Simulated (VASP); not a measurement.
## Si3N4: relaxation of the atoms with r2SCAN

The system is Si3N4.

```
Si N
1.0
     0.00000    3.72310    3.72310
     3.72310    0.00000    3.72310
     3.72310    3.72310    0.00000
Si N
6 8
Direct
  0.12500 0.12500 0.12500
  0.62500 0.12500 0.12500
  0.12500 0.12500 0.62500
  0.12500 0.62500 0.12500
  0.50000 0.50000 0.50000
  0.75000 0.75000 0.75000
  0.88240 0.88240 0.88240
  0.89720 0.36760 0.36760
  0.88240 0.88240 0.35280
  0.36760 0.89720 0.36760
  0.35280 0.88240 0.88240
  0.36760 0.36760 0.36760
  0.88240 0.35280 0.88240
  0.36760 0.36760 0.89720
```

* Program: VASP 6.6.1
* Task: relaxation of the atoms
* Functional: r2SCAN
* Potentials or basis: VASP PAW PBE potentials, release 64 (Si, N)
* Cutoff: 520 eV
* k mesh: 5 × 5 × 5
* Occupations: gaussian, width 0.01 eV
* Spin: no spin polarisation
* Dipole correction: no
* Further INCAR settings: ALGO = Normal; EDIFF = 1e-07; IBRION = 2; EDIFFG = -0.003; NSW = 80

```json
{
  "Energy gained by relaxing": "1.0 meV/atom",
  "Ionic steps": "3",
  "Pressure after relaxing": "45.6 GPa",
  "Band gap on the k mesh": "4.52 eV"
}
```

Forces in eV/Å, atoms in the order of the input:
```
Si   0.000  0.000  0.000
Si   0.000  0.000  0.000
Si   0.000  0.000  0.000
Si   0.000  0.000  0.000
Si   0.000  0.000  0.000
Si   0.000  0.000  0.000
N    0.002  0.002  0.002
N   -0.002  0.002  0.002
N   -0.002 -0.002  0.002
N    0.002 -0.002  0.002
N    0.002 -0.002 -0.002
N   -0.002 -0.002 -0.002
N   -0.002  0.002 -0.002
N    0.002  0.002 -0.002
```

Step by step:
```
step  energy change (eV)  largest force (eV/Å)  pressure (GPa)
   1              0.0000                0.4684           45.90
   2              0.0512                1.0464           45.04
   3             -0.0133                0.0028           45.55
```

Final structure:
```xyz
14
Lattice="0.0000 3.7231 3.7231 3.7231 0.0000 3.7231 3.7231 3.7231 0.0000" Properties=species:S:1:pos:R:3 pbc="T T T"
Si    0.9308    0.9308    0.9308
Si    0.9308    2.7923    2.7923
Si    2.7923    2.7923    0.9308
Si    2.7923    0.9308    2.7923
Si    3.7231    3.7231    3.7231
Si    5.5847    5.5847    5.5847
N     6.5664    6.5664    6.5664
N     2.7413    4.7049    4.7049
N     4.6029    4.6029    6.5664
N     4.7049    2.7413    4.7049
N     6.5664    4.6029    4.6029
N     2.7413    2.7413    2.7413
N     4.6029    6.5664    4.6029
N     4.7049    4.7049    2.7413
```

Levels at points of the mesh, in eV from the valence-band top:
| k point | band 30 | band 31 | band 32 | band 33 | band 34 | band 35 |
| --- | --- | --- | --- | --- | --- | --- |
| (0.00, 0.00, 0.00) | 0.00 | 0.00 | 0.00 | 4.52 | 4.52 | 4.52 |

It took 8.4 min on 1 thread of Intel(R) Xeon(R) Platinum 8259CL CPU @ 2.50GHz (Skylake/Cascade Lake), on a shared host, peak memory 0.25 GiB.

Caveat: the PAW data sets were made with another functional, which shifts forces and pressure a little. r2SCAN opens gaps a little over a GGA but as a rule still falls short of measured ones.
